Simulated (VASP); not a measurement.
Runs of VASP 6.6.1 on Mg2Si3N3. The structure is that of space group P-62m (No. 189), or close to it. The cells are those of the table. 

| task | spin | cell | k mesh | smearing | gap on the mesh (eV) | pressure (GPa) | largest force (eV/Å) |
| --- | --- | --- | --- | --- | --- | --- | --- |
| single point | off | a = 6.481, b = 6.481, c = 2.741 Å, angles 90.0, 90.0, 120.0°, 8 atoms | 3 × 3 × 6 | gaussian 0.1 eV | none | (a) | 0.58 |
| single point | collinear, ferromagnetic start | a = 6.451, b = 6.451, c = 2.734 Å, angles 90.0, 90.0, 120.0°, 8 atoms | 3 × 3 × 6 | gaussian 0.1 eV | none | -0.4 | 0.01 |
| single point | off | a = 6.451, b = 6.451, c = 2.734 Å, angles 90.0, 90.0, 120.0°, 8 atoms | 3 × 3 × 6 | gaussian 0.1 eV | none | -0.4 | 0.01 |
| single point | off | a = 6.481, b = 6.481, c = 2.741 Å, angles 90.0, 90.0, 120.0°, 8 atoms | 3 × 3 × 5 | gaussian 0.2 eV | none | -0.1 | 0.04 |
| relaxation of cell and atoms | off | relaxed from a = 6.150, b = 6.150, c = 3.200 Å, angles 90.0, 90.0, 120.0°, 8 atoms | 3 × 3 × 5 | gaussian 0.2 eV | none | 0.0 | 0.01 |

Alike in all rows: level PBE; potentials or basis VASP PAW PBE potentials, release 64 (Mg, Si, N); cutoff (eV) 600.

Q: Estimate the missing entries.

A: (a) -0.9.

Caveats: all runs use coarse meshes; the relaxation stopped at a loose force limit of 0.08 eV/Å, so its end isn't a converged minimum (some runs).

A gap of «none» marks levels without a gap at the run's occupations.
